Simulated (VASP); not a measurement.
Input of a VASP 6.6.1 run:

The input INCAR:

```
  ALGO = Normal
  EDIFF = 1E-7
  ENCUT = 520
  GGA = PE
  ISIF = 2
  ISMEAR = 0
  LASPH = True
  LCHARG = False
  LREAL = False
  LWAVE = False
  NBANDS = 27
  NELM = 60
  PREC = Accurate
  SIGMA = 0.05
```

KPOINTS

```
k-points
0
Gamma
  8 8 8
```

Contents of POSCAR:

```
KTaO3
1.0
    3.7431111446      0.0000000000      0.0000000000
    0.0000000000      4.1186297142      0.0000000000
    0.0000000000      0.0000000000      4.0248506931
K Ta O
1 1 3
Direct
    0.5000000000      0.5000000000      0.5000000000
    0.0000000000      0.0000000000      0.0000000000
    0.5000000000      0.0000000000      0.0000000000
    0.0000000000      0.5000000000      0.0000000000
    0.0000000000      0.0000000000      0.5000000000
```

Potentials or basis: VASP PAW PBE potentials, release 64 (K_sv, Ta_pv, O).

Command:

```console
$ cat potpaw_PBE.64/K_sv/POTCAR potpaw_PBE.64/Ta_pv/POTCAR potpaw_PBE.64/O/POTCAR > POTCAR
$ mpirun -np 1 vasp_std > vasp.out
```

(1) Predict the pressure.

(2) Estimate the band gap on the k mesh.

## Answers

(1) 14.3 GPa.

(2) 2.06 eV (least direct gap 2.59 eV).

Caveat: the cell differs from its parent crystal (normal strain along x -0.0700, normal strain along y +0.0233); the cell stands under pressure; spin-orbit coupling is left out, which moves the levels of the heavy elements.
